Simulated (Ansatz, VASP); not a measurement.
## SrC8 in VASP and in Ansatz

```xyz
9
Lattice="4.9120 0.0000 0.0000 -2.4560 4.2539 0.0000 0.0000 0.0000 3.9221" Properties=species:S:1:pos:R:3 pbc="T T T"
Sr    0.0000    0.0000    1.9611
C     0.0000    2.8360    0.0000
C     1.2280    0.7090    0.0000
C     2.4560    2.8360    0.0000
C     3.6840    0.7090    0.0000
C    -1.2280    3.5450    0.0000
C     0.0000    1.4180    0.0000
C     1.2280    3.5450    0.0000
C     2.4560    1.4180    0.0000
```

Alike in both runs: task single point; functional PBE; dispersion D3(BJ); k mesh 6 × 6 × 4; occupations gaussian, width 0.1 eV; no spin polarisation.

```csv
,VASP,Ansatz
version,VASP 6.6.1,Ansatz 0.2.0
potentials or method,"VASP PAW PBE potentials, release 64 (Sr_sv, C), cutoff 520 eV","scalar-relativistic, plane waves, PAW"
valence electrons in the cell,42,42
```

Ansatz gave:

```
gap on the k mesh at the Fermi level (eV) : none
rms of the force components (eV/Å)        : 0.981
```

Problem. Which values does VASP return?

Solution. gap on the k mesh at the Fermi level (eV): none; rms of the force components (eV/Å): 1.001.

Atom by atom the forces differ by 0.020 eV/Å (rms over components). A gap of «none» marks a metal or a gap that the smearing closes.

The k mesh is coarse, so the values compare programs but aren't converged.
